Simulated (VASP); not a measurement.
**SiC: single point with r2SCAN**

Crystal: SiC.

```
Si C
1.0
     0.00000    1.93691    2.73879
     1.93691    0.00000    2.73879
     1.93691    1.93691    0.00000
Si C
1 1
Direct
  0.00000 0.00000 0.00000
  0.75000 0.75000 0.75000
```

This cell differs from its parent crystal: ratio of the length along z to the lengths across it x 1.414, volume and fractional coordinates fixed.

| Property | Result |
| --- | --- |
| Program | VASP 6.6.1 |
| Task | single point |
| Functional | r2SCAN |
| Potentials or basis | VASP PAW PBE potentials, release 64 (Si, C) |
| Cutoff | 520 eV |
| k mesh | 12 × 12 × 12 |
| Occupations | gaussian, width 0.05 eV |
| Spin | no spin polarisation |
| Dipole correction | no |
| Further INCAR settings | ALGO = Normal; EDIFF = 1e-06; NBANDS = 11 |

- Pressure: -1.6 GPa
- Band gap on the k mesh: zero (bands 4 and 5 overlap by 0.86 eV)

Stress tensor (GPa, compression positive):
```
  48.89    0.00    0.00
   0.00   48.89    0.00
   0.00    0.00 -102.65
```

Levels at points of the mesh, in eV from the Fermi level:
```csv
k point,band 1,band 2,band 3,band 4,band 5,band 6,band 7,band 8
"(0.00, 0.00, 0.00)",-18.04,-4.27,-0.15,-0.15,1.77,6.15,6.46,6.46
"(0.50, 0.00, 0.00)",-14.04,-10.53,-5.15,-0.47,0.02,8.42,9.06,9.79
"(0.50, 0.50, 0.00)",-14.39,-12.72,-2.01,-2.01,2.74,7.33,9.71,13.36
"(0.50, 0.00, 0.50)",-11.63,-8.11,-6.20,-5.34,-0.60,1.27,6.98,11.25
```

Wall time 66 s on 1 thread of Intel(R) Xeon(R) 6975P-C (Granite Rapids) (shared host), peak memory 0.16 GiB.

Caveat: the stress differs along the axes, from -103 to 49 GPa; the PAW data sets were made with another functional, which shifts forces and pressure a little.
